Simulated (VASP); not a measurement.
# TiTe2 (P-3m1) in VASP: single point with PBEsol

Aim: the single point of TiTe2 with PBEsol.

Everything below comes from runs of VASP 6.6.1. Logs are shortened: lines on timing, memory, paths and dates and some standing lists are left out, and cuts for length are marked.

## (1) The cell of the first run

It takes space group P-3m1 (No. 164, trigonal). Conventional cell: a = 3.697 Å, b = 3.697 Å, c = 6.441 Å, α = 90.00°, β = 90.00°, γ = 120.00°. Within 3.6 Å of Ti (site symmetry -3m) lie 6 Te at 2.74 Å. Within 3.6 Å of Te (site symmetry 3m) lie 3 Ti at 2.74 Å.

## (2) Single point, PBEsol

Contents of INCAR:

```
ALGO = Normal
EDIFF = 1E-6
ENCUT = 520
GGA = PS
ISIF = 2
ISMEAR = -1
LASPH = T
LCHARG = T
LELF = T
LREAL = F
LVHAR = T
LWAVE = F
NBANDS = 19
NELM = 80
PREC = Accurate
SIGMA = 0.08
```

Contents of KPOINTS:

```
k-points
0
Gamma
  10 10 6
```

Contents of POSCAR:

```
TiTe2
1.0
    3.6974464966      0.0000000000      0.0000000000
   -1.8487232483      3.2020825952      0.0000000000
    0.0000000000      0.0000000000      6.4413452244
Ti Te
1 2
Direct
    0.0000000000      0.0000000000      0.0000000000
    0.6666666667      0.3333333333      0.2673562906
    0.3333333333      0.6666666667      0.7326437094
```

Potentials or basis: VASP PAW PBE potentials, release 64 (Ti_sv, Te).

Started as:

```
> cat potpaw_PBE.64/Ti_sv/POTCAR potpaw_PBE.64/Te/POTCAR > POTCAR
> mpirun -np 1 vasp_std > vasp.out
```

OUTCAR:

```text
EDIFF = 1E-6
   ENCUT = 520
   GGA = PS
   ISIF = 2
   ISMEAR = -1
   LASPH = T
   LREAL = F
   NELM = 80
   PREC = Accurate

 ion  position               nearest neighbor table
   1  0.000  0.000  0.000-   2 2.74   3 2.74   2 2.74   3 2.74   2 2.74   3 2.74
   2  0.667  0.333  0.267-   1 2.74   1 2.74   1 2.74   3 3.68   3 3.68   3 3.68
   3  0.333  0.667  0.733-   1 2.74   1 2.74   1 2.74   2 3.68   2 3.68   2 3.68

  LATTYP: Found a hexagonal cell.
 ALAT       =     3.6974464966
 C/A-ratio  =     1.7421064051

  Lattice vectors:

 A1 = (   3.6974464966,   0.0000000000,   0.0000000000)
 A2 = (  -1.8487232483,   3.2020825952,   0.0000000000)
 A3 = (   0.0000000000,   0.0000000000,   6.4413452244)

Analysis of symmetry for initial positions (statically):
=====================================================================
 Subroutine PRICEL returns:
 Original cell was already a primitive cell.

 Routine SETGRP: Setting up the symmetry group for a
 hexagonal supercell.

 Subroutine GETGRP returns: Found 12 space group operations
 (whereof 12 operations were pure point group operations)
 out of a pool of 24 trial point group operations.

The static configuration has the point symmetry D_3d.

Analysis of symmetry for dynamics (positions and initial velocities):
=====================================================================
 Subroutine PRICEL returns:
 Original cell was already a primitive cell.

 Routine SETGRP: Setting up the symmetry group for a
 hexagonal supercell.

 Subroutine GETGRP returns: Found 12 space group operations
 (whereof 12 operations were pure point group operations)
 out of a pool of 24 trial point group operations.

The dynamic configuration has the point symmetry D_3d.

 Subroutine INISYM returns: Found 12 space group operations
 (whereof 12 operations are pure point group operations),
 and found     1 'primitive' translations

----------------------------------------------------------------------------------------

                                     Primitive cell

  volume of cell :      76.2625

[... 82 lines left out ...]
   ISTART =      0    job   : 0-new  1-cont  2-samecut
   ICHARG =      2    charge: 1-file 2-atom 10-const
   ISPIN  =      1    spin polarized calculation?
   LNONCOLLINEAR =      F non collinear calculations
   LSORBIT =      F    spin-orbit coupling
   LASPH  =      T    aspherical Exc in radial PAW
   ENCUT  =  520.0 eV  38.22 Ry    6.18 a.u.   6.87  6.87 11.98*2*pi/ulx,y,z
   NELM   =     80;   NELMIN=  2; NELMDL= -5     # of ELM steps
   EDIFF  = 0.1E-05   stopping-criterion for ELM
   LREAL  =      F    real-space projection
   EDIFFG = 0.1E-04   stopping-criterion for IOM
   NSW    =      0    number of steps for IOM
   IBRION =     -1    ionic relax: 0-MD 1-quasi-New 2-CG
   NFREE  =      0    steps in history (QN), initial steepest desc. (CG)
   ISIF   =      2    stress and relaxation
   ISYM   =      2    0-nonsym 1-usesym 2-fastsym
   POTIM  = 0.5000    time-step for ionic-motion
   TEBEG  =    0.0;   TEEND  =   0.0 temperature during run
   PSTRESS=    0.0 pullay stress
   NELECT =      24.0000    total number of electrons
   NUPDOWN=      -1.0000    fix difference up-down
   EMIN   =  10.00;   EMAX   =-10.00  energy-range for DOS
   EFERMI =   0.00;   METHOD = LEGACY
   ISMEAR =    -1;   SIGMA  =   0.08  broadening in eV -4-tet -1-fermi 0-gaus
   EFERMI_NEDOS =   21; number of points for ismear=-14 and -15
   IALGO  =     38    algorithm
   IMIX   =      4    mixing-type and parameters
     AMIX     =   0.40;   BMIX     =  1.00
     AMIX_MAG =   1.60;   BMIX_MAG =  1.00
  volume/ion in A,a.u.               =      25.42       171.55
  Fermi-wavevector in a.u.,A,eV,Ry     =   1.113546  2.104297 16.871022  1.239985
  Thomas-Fermi vector in A             =   2.250132
   LORBIT       =      0    0 simple, 1 ext, 2 COOP (PROOUT), +10 PAW based schemes
   GGA     = PS    functional components
   LHFCALC =     F    Hartree Fock is set to
   AEXX    =    0.0000 exact exchange contribution
   IVDW    =     0    specifies the selected vdW correction
   LEPSILON=     F    determine dielectric tensor
   LRPA    =     F    only Hartree local field effects (RPA)
 non-spin polarized calculation
  energy-cutoff  :      520.00
  volume of cell :       76.26
 maximum number of plane-waves:      2076
   NGX = 13   NGY = 13   NGZ = 23

 number of electron      24.0000001 magnetization

 Free energy of the ion-electron system (eV)
  ---------------------------------------------------
  ext. energy  EPLUGINS =         0.00000000
  ---------------------------------------------------
  free energy    TOTEN  =       -17.55596984 eV

  energy without entropy =      -17.52883951  energy(sigma->0) =      -17.54240467

 E-fermi :   7.3075     XC(G=0): -10.2533

 val. band max:        7.2845839404   @ k =   0.5000   0.0000   0.0000
 cond. band min:       7.3082919341   @ k =   0.0000   0.4000   0.3333
 fundamental gap:      0.0237079937
 Fermi energy:         7.3075374919

 k-point     1 :       0.0000    0.0000    0.0000
  band No.  band energies     occupation
      1     -49.7979      2.00000
      2     -26.1633      2.00000
      3     -26.1633      2.00000
      4     -26.1328      2.00000
      5      -5.3984      2.00000
      6      -3.7740      2.00000
[... 505 lines left out ...]
      6      -3.1961      2.00000
[... 11 lines left out ...]
     18      12.0940      0.00000
     19      12.8139      0.00000

 [... further k-points ...]

------------------------ aborting loop because EDIFF is reached ----------------------------------------

  FORCE on cell =-STRESS in cart. coord.  units (eV):
  Direction    XX          YY          ZZ          XY          YZ          ZX
  --------------------------------------------------------------------------------------
  -------------------------------------------------------------------------------------
  Total        0.0185574      0.0185574      0.0165599      0.0000000     -0.0000000      0.0000000
  in kB        0.3898662      0.3898662      0.3479024      0.0000000     -0.0000000      0.0000000
  external PRESSURE =       0.3758783 kB  Pullay stress =       0.0000000 kB

 VOLUME and BASIS-vectors are now :
 -----------------------------------------------------------------------------
  energy-cutoff  :      520.00
  volume of cell :       76.26
      direct lattice vectors                 reciprocal lattice vectors
     3.697446497  0.000000000  0.000000000     0.270456922  0.156148377  0.000000000
    -1.848723248  3.202082595  0.000000000     0.000000000  0.312296754  0.000000000
     0.000000000  0.000000000  6.441345224     0.000000000  0.000000000  0.155247074

 POSITION                                       TOTAL-FORCE (eV/Angst)
 -----------------------------------------------------------------------------------
      0.00000      0.00000      0.00000        -0.000000      0.000000      0.000000
      1.84872      1.06736      1.72213        -0.000000      0.000000      0.018286
     -0.00000      2.13472      4.71921         0.000000      0.000000     -0.018286
 -----------------------------------------------------------------------------------
    total drift:                               -0.000000      0.000000     -0.000000

  FREE ENERGIE OF THE ION-ELECTRON SYSTEM (eV)
  ---------------------------------------------------
  free  energy   TOTEN  =       -17.5559698357 eV

  energy  without entropy=      -17.5288395055  energy(sigma->0) =      -17.54240467
```

OSZICAR:

```text
N       E                     dE             d eps       ncg     rms          rms(c)
DAV:   1     0.180445148024E+03    0.18045E+03   -0.10864E+04  2736   0.119E+03
DAV:   2    -0.260293973147E+01   -0.18305E+03   -0.17820E+03  2886   0.304E+02
DAV:   3    -0.190891034040E+02   -0.16486E+02   -0.15978E+02  4165   0.841E+01
DAV:   4    -0.196771273664E+02   -0.58802E+00   -0.58543E+00  3533   0.149E+01
DAV:   5    -0.196990711587E+02   -0.21944E-01   -0.21934E-01  4024   0.283E+00    0.127E+01
DAV:   6    -0.195554332218E+02    0.14364E+00   -0.32702E+01  3045   0.371E+01    0.126E+01
DAV:   7    -0.177911224824E+02    0.17643E+01   -0.24583E+01  3403   0.296E+01    0.514E+00
DAV:   8    -0.175565739577E+02    0.23455E+00   -0.14094E+00  3217   0.843E+00    0.164E+00
DAV:   9    -0.175679121788E+02   -0.11338E-01   -0.12806E-01  3710   0.222E+00    0.132E+00
DAV:  10    -0.175580006769E+02    0.99115E-02   -0.15306E-01  3167   0.279E+00    0.703E-01
DAV:  11    -0.175563213089E+02    0.16794E-02   -0.24037E-02  3118   0.112E+00    0.302E-01
DAV:  12    -0.175560628947E+02    0.25841E-03   -0.41060E-03  3231   0.432E-01    0.192E-01
DAV:  13    -0.175559720218E+02    0.90873E-04   -0.38110E-04  3199   0.149E-01    0.347E-02
DAV:  14    -0.175559746365E+02   -0.26148E-05   -0.13696E-05  3162   0.280E-02    0.310E-02
DAV:  15    -0.175559706139E+02    0.40226E-05   -0.89924E-06  3317   0.239E-02    0.122E-02
DAV:  16    -0.175559698357E+02    0.77826E-06   -0.42357E-06  2535   0.122E-02
   1 F= -.17555970E+02 E0= -.17542405E+02  d E =-.271303E-01
```

Wall time 1.8 min (1 thread of Intel Xeon Platinum 8259CL at 2.50GHz (Skylake/Cascade Lake), shared host); peak memory 0.25 GiB.

What came out:

```yaml
Free_energy: -17.5560 eV
Pressure: 0.0 GPa
Largest_force: 0.018 eV/Å
Band_gap_on_the_k_mesh: zero (band 12 reaches 7.76 eV, above the bottom of band 13 at 6.92 eV)
```

Forces in eV/Å, atoms in the order of the input:
```
Ti   0.000  0.000  0.000
Te   0.000  0.000  0.018
Te   0.000  0.000 -0.018
```

Levels at points of the mesh, in eV from the Fermi level:
| k point | band 10 | band 11 | band 12 | band 13 | band 14 | band 15 |
| --- | --- | --- | --- | --- | --- | --- |
| (0.00, 0.00, 0.00) | 0.25 | 0.46 | 0.46 | 0.63 | 1.31 | 1.31 |
| (0.50, 0.00, 0.00) | -2.51 | -1.72 | -1.09 | -0.02 | 1.30 | 1.65 |
| (0.00, 0.00, 0.50) | -1.51 | 0.44 | 0.44 | 0.94 | 0.94 | 1.09 |
| (0.50, 0.00, 0.50) | -2.04 | -0.96 | -0.46 | -0.39 | 1.29 | 1.64 |

Caveat: the PAW data sets were made with another functional, which shifts forces and pressure a little; spin-orbit coupling is left out, which moves the levels of the heavy elements; this functional lacks dispersion, which binds the layers, so the pressure and a relaxed spacing across them are unreliable.
